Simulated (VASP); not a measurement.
# AlGaN2 (P-4m2) in VASP: further runs, part 2 of 2

VASP 6.6.1. The steps go on from the part before.

**3. Single point, LDA**

This run uses another cell than the first one, of the same volume but with other edges.

File INCAR:

```
SYSTEM = AlGaN2
PREC = Accurate
ENCUT = 520
EDIFF = 1E-6
ISMEAR = 0
SIGMA = 0.05
LREAL = .FALSE.
LASPH = .TRUE.
NELM = 60
ALGO = Normal
ISIF = 2
LWAVE = .FALSE.
LCHARG = .TRUE.
GGA = CA
LELF = .TRUE.
LVHAR = .TRUE.
NBANDS = 21
```

File KPOINTS:

```
Automatic mesh
0
G
  8 8 6
  0 0 0
```

File POSCAR:

```
AlGaN2
1.0
    3.3558406168      0.0000000000      0.0000000000
    0.0000000000      3.3558406168      0.0000000000
    0.0000000000      0.0000000000      3.7783012309
Al Ga N
1 1 2
Direct
    0.5000000000      0.5000000000      0.5000000000
    0.0000000000      0.0000000000      0.0000000000
    0.5000000000      0.0000000000      0.7400513254
    0.0000000000      0.5000000000      0.2599486746
```

Potentials or basis: VASP PAW LDA potentials, release 64 (Al, Ga_d, N).

Launch:

```sh
cat potpaw_LDA.64/Al/POTCAR potpaw_LDA.64/Ga_d/POTCAR potpaw_LDA.64/N/POTCAR > POTCAR
mpirun -np 1 vasp_std > vasp.out
```

OUTCAR:

```text
SYSTEM = AlGaN2
   PREC = Accurate
   ENCUT = 520
   EDIFF = 1E-6
   ISMEAR = 0
   LREAL = .FALSE.
   LASPH = .TRUE.
   NELM = 60
   ISIF = 2
   GGA = CA

 ion  position               nearest neighbor table
   1  0.500  0.500  0.500-   3 1.91   4 1.91   3 1.91   4 1.91   2 3.03   2 3.03   2 3.03   2 3.03
                             2 3.03   2 3.03   2 3.03   2 3.03
   2  0.000  0.000  0.000-   3 1.94   4 1.94   4 1.94   3 1.94   1 3.03   1 3.03   1 3.03   1 3.03
                             1 3.03   1 3.03   1 3.03   1 3.03
   3  0.500  0.000  0.740-   1 1.91   1 1.91   2 1.94   2 1.94
   4  0.000  0.500  0.260-   1 1.91   1 1.91   2 1.94   2 1.94

  LATTYP: Found a simple tetragonal cell.
 ALAT       =     3.3558406168
 C/A-ratio  =     1.1258881641

  Lattice vectors:

 A1 = (   3.3558406168,   0.0000000000,   0.0000000000)
 A2 = (   0.0000000000,   3.3558406168,   0.0000000000)
 A3 = (   0.0000000000,   0.0000000000,   3.7783012309)

Analysis of symmetry for initial positions (statically):
=====================================================================
 Subroutine PRICEL returns:
 Original cell was already a primitive cell.

 Routine SETGRP: Setting up the symmetry group for a
 simple tetragonal supercell.

 Subroutine GETGRP returns: Found  8 space group operations
 (whereof  8 operations were pure point group operations)
 out of a pool of 16 trial point group operations.

The static configuration has the point symmetry D_2d.

Analysis of symmetry for dynamics (positions and initial velocities):
=====================================================================
 Subroutine PRICEL returns:
 Original cell was already a primitive cell.

 Routine SETGRP: Setting up the symmetry group for a
 simple tetragonal supercell.

 Subroutine GETGRP returns: Found  8 space group operations
 (whereof  8 operations were pure point group operations)
 out of a pool of 16 trial point group operations.

[... 123 lines left out ...]
     AMIX     =   0.40;   BMIX     =  1.00
     AMIX_MAG =   1.60;   BMIX_MAG =  1.00
  volume/ion in A,a.u.               =      10.64        71.79
  Fermi-wavevector in a.u.,A,eV,Ry     =   1.389205  2.625216 26.257738  1.929889
  Thomas-Fermi vector in A             =   2.513258
   LORBIT       =      0    0 simple, 1 ext, 2 COOP (PROOUT), +10 PAW based schemes
   GGA     = CA    functional components
   LHFCALC =     F    Hartree Fock is set to
   AEXX    =    0.0000 exact exchange contribution
   IVDW    =     0    specifies the selected vdW correction
   LEPSILON=     F    determine dielectric tensor
   LRPA    =     F    only Hartree local field effects (RPA)
 non-spin polarized calculation
 Gauss-broadening in eV      SIGMA  =   0.05
  energy-cutoff  :      520.00
  volume of cell :       42.55
 maximum number of plane-waves:      1168
 NGX is ok and might be reduce to    28

 number of electron      26.0000015 magnetization

 Free energy of the ion-electron system (eV)
  ---------------------------------------------------
  ext. energy  EPLUGINS =         0.00000000
  ---------------------------------------------------
  free energy    TOTEN  =       -29.91077886 eV

  energy without entropy =      -29.91077886  energy(sigma->0) =      -29.91077886

 E-fermi :   6.3109     XC(G=0): -11.8861

 val. band max:        6.0357594218   @ k =   0.0000   0.0000   0.0000
 cond. band min:       8.6495478448   @ k =   0.0000   0.0000   0.0000
 fundamental gap:      2.6137884230
 Fermi energy:         6.3108764121

 k-point     1 :       0.0000    0.0000    0.0000
  band No.  band energies     occupation
      1      -9.8016      2.00000
      2      -8.3674      2.00000
      3      -7.4821      2.00000
      4      -7.4821      2.00000
      5      -7.4486      2.00000
      6      -7.2308      2.00000
[... 565 lines left out ...]
     20      18.6661      0.00000
     21      18.7261      0.00000

 [... further k-points ...]

------------------------ aborting loop because EDIFF is reached ----------------------------------------

  FORCE on cell =-STRESS in cart. coord.  units (eV):
  Direction    XX          YY          ZZ          XY          YZ          ZX
  --------------------------------------------------------------------------------------
  -------------------------------------------------------------------------------------
  Total       -2.5391446     -2.5391446      2.1857246      0.0000000      0.0000000      0.0000000
  in kB      -95.6090026    -95.6090026     82.3013197      0.0000000      0.0000000      0.0000000
  external PRESSURE =     -36.3055619 kB  Pullay stress =       0.0000000 kB

 VOLUME and BASIS-vectors are now :
 -----------------------------------------------------------------------------
  energy-cutoff  :      520.00
  volume of cell :       42.55
      direct lattice vectors                 reciprocal lattice vectors
     3.355840617  0.000000000  0.000000000     0.297987930  0.000000000  0.000000000
     0.000000000  3.355840617  0.000000000     0.000000000  0.297987930  0.000000000
     0.000000000  0.000000000  3.778301231     0.000000000  0.000000000  0.264669209

 POSITION                                       TOTAL-FORCE (eV/Angst)
 -----------------------------------------------------------------------------------
      1.67792      1.67792      1.88915        -0.000000      0.000000     -0.000000
      0.00000      0.00000      0.00000        -0.000000     -0.000000     -0.000000
      1.67792      0.00000      2.79614         0.000000     -0.000000     -0.364060
      0.00000      1.67792      0.98216        -0.000000     -0.000000      0.364060
 -----------------------------------------------------------------------------------
    total drift:                               -0.000000     -0.000000     -0.000000

  FREE ENERGIE OF THE ION-ELECTRON SYSTEM (eV)
  ---------------------------------------------------
  free  energy   TOTEN  =       -29.9107788588 eV

  energy  without entropy=      -29.9107788588  energy(sigma->0) =      -29.91077886
```

OSZICAR:

```text
N       E                     dE             d eps       ncg     rms          rms(c)
DAV:   1     0.173828350770E+03    0.17383E+03   -0.13062E+04  2798   0.186E+03
DAV:   2    -0.139462617306E+02   -0.18777E+03   -0.17499E+03  2778   0.413E+02
DAV:   3    -0.340059872653E+02   -0.20060E+02   -0.19792E+02  2989   0.106E+02
DAV:   4    -0.345065564478E+02   -0.50057E+00   -0.49970E+00  2969   0.177E+01
DAV:   5    -0.345167494532E+02   -0.10193E-01   -0.10192E-01  3044   0.245E+00    0.114E+01
DAV:   6    -0.299989701040E+02    0.45178E+01   -0.14709E+01  3874   0.518E+01    0.393E+00
DAV:   7    -0.299733816011E+02    0.25589E-01   -0.86174E-01  2755   0.728E+00    0.260E+00
DAV:   8    -0.299219824687E+02    0.51399E-01   -0.19090E-01  3157   0.384E+00    0.963E-01
DAV:   9    -0.299104548350E+02    0.11528E-01   -0.36952E-02  3272   0.278E+00    0.333E-01
DAV:  10    -0.299108649463E+02   -0.41011E-03   -0.54618E-03  2842   0.473E-01    0.109E-01
DAV:  11    -0.299107906824E+02    0.74264E-04   -0.18847E-04  3136   0.107E-01    0.471E-02
DAV:  12    -0.299107783626E+02    0.12320E-04   -0.46355E-05  3172   0.860E-02    0.126E-02
DAV:  13    -0.299107788588E+02   -0.49617E-06   -0.44767E-06  2549   0.132E-02
   1 F= -.29910779E+02 E0= -.29910779E+02  d E =-.521766E-17
```

stdout:

```text
POSCAR found type information on POSCAR AlGaN
 POSCAR found :  3 types and       4 ions
 scaLAPACK will be used
 LDA part: xc-table for (Slater(with rela. corr.)+CA(PZ))
 , standard interpolation
 POSCAR, INCAR and KPOINTS ok, starting setup
 FFT: planning ... GRIDC
 FFT: planning ... GRID_SOFT
 FFT: planning ... GRID
 WAVECAR not read
 entering main loop
```

Run time: 26 s. Hardware: 1 thread of AMD EPYC 9R45 (Zen 5), shared host; peak memory 0.15 GiB.

Results:

- Free energy: -29.9108 eV
- Pressure: -3.6 GPa
- Largest force: 0.364 eV/Å
- Band gap on the k mesh: 2.61 eV, direct

Forces on the atoms (eV/Å):
```
Al   0.000  0.000  0.000
Ga   0.000  0.000  0.000
N    0.000  0.000 -0.364
N    0.000  0.000  0.364
```

**4. Single point, LDA**

This run uses another cell than the first one, of the same volume but with other edges.

File INCAR:

```
SYSTEM = AlGaN2
PREC     = Accurate       ! precision mode
ENCUT    = 520            ! plane-wave cutoff, eV
EDIFF    = 1E-6           ! SCF threshold, eV
ISMEAR   = 0              ! smearing method
SIGMA    = 0.05           ! smearing width, eV
LREAL    = .False.        ! projectors in reciprocal space
LASPH    = .True.         ! aspherical terms in the spheres
NELM     = 80             ! most SCF steps
ALGO     = Normal         ! electronic algorithm
ISIF     = 2              ! what is computed and relaxed
LWAVE    = .False.        ! write WAVECAR
LCHARG   = .False.        ! write CHGCAR
NBANDS   = 21             ! bands
```

File KPOINTS:

```
Automatic mesh
0
Gamma
  8 8 6
  0 0 0
```

File POSCAR:

```
AlGaN2
1.0
    2.8544133971      0.0000000000      0.0000000000
    0.0000000000      2.8544133971      0.0000000000
    0.0000000000      0.0000000000      5.2223441709
Al Ga N
1 1 2
Direct
    0.5000000000      0.5000000000      0.5000000000
    0.0000000000      0.0000000000      0.0000000000
    0.5000000000      0.0000000000      0.7400513254
    0.0000000000      0.5000000000      0.2599486746
```

Launch:

```sh
cat potpaw_LDA.64/Al/POTCAR potpaw_LDA.64/Ga_d/POTCAR potpaw_LDA.64/N/POTCAR > POTCAR
mpirun -np 1 vasp_std > vasp.out
```

Run time: 24 s. Hardware: 1 thread of AMD EPYC 9R45 (Zen 5), shared host; peak memory 0.15 GiB.

Results (log left out):

| Item | Value |
| --- | --- |
| Free energy | -29.0925 eV |
| Pressure | -2.7 GPa |
| Largest force | 0.231 eV/Å |
| Band gap on the k mesh | 1.73 eV, indirect (least direct gap 1.83 eV) |

Forces in eV/Å, atoms in the order of the input:
```
Al   0.000  0.000  0.000
Ga   0.000  0.000  0.000
N    0.000  0.000  0.231
N    0.000  0.000 -0.231
```

Stress tensor (GPa, compression positive):
```
 18.18   0.00   0.00
  0.00  18.18   0.00
  0.00   0.00 -44.41
```

Levels at points of the mesh, in eV from the valence-band top:
```csv
k point,band 9,band 10,band 11,band 12,band 13,band 14,band 15,band 16,band 17,band 18
"(0.00, 0.00, 0.00)",-2.07,-1.52,-1.52,-0.10,-0.10,1.73,4.17,8.86,9.78,10.68
"(0.50, 0.00, 0.00)",-5.67,-4.86,-4.69,-0.41,-0.08,5.62,5.73,6.77,7.77,9.97
"(0.50, 0.50, 0.00)",-4.97,-3.59,-3.59,-3.47,-3.40,2.21,2.21,4.10,7.02,9.96
"(0.00, 0.00, 0.50)",-4.98,-1.11,-1.11,-0.63,-0.63,4.35,4.88,6.00,8.58,10.62
"(0.50, 0.00, 0.50)",-7.07,-2.78,-2.61,-0.41,-0.05,2.64,3.61,8.56,8.79,10.44
"(0.50, 0.50, 0.50)",-4.68,-4.53,-3.99,-3.99,-3.86,4.31,4.31,6.71,6.71,6.98
```

 A k mesh can miss the band edges.

**5. Summary**

```csv
cell,gap on the mesh (eV),pressure (GPa),largest force (eV/Å)
"a = 3.065, b = 3.065, c = 4.529 Å, 4 atoms",2.98,0.8,0.05
"a = 3.356, b = 3.356, c = 3.778 Å, 4 atoms",2.61,-3.6,0.36
"a = 2.854, b = 2.854, c = 5.222 Å, 4 atoms",1.73,-2.7,0.23
```

Alike in all rows: task single point; level LDA; potentials or basis VASP PAW LDA potentials, release 64 (Al, Ga_d, N); no spin polarisation; k mesh 8 × 8 × 6; cutoff (eV) 520; smearing gaussian 0.05 eV.

Total energies depend on the potentials used, so only differences within one code and one set of settings carry meaning.
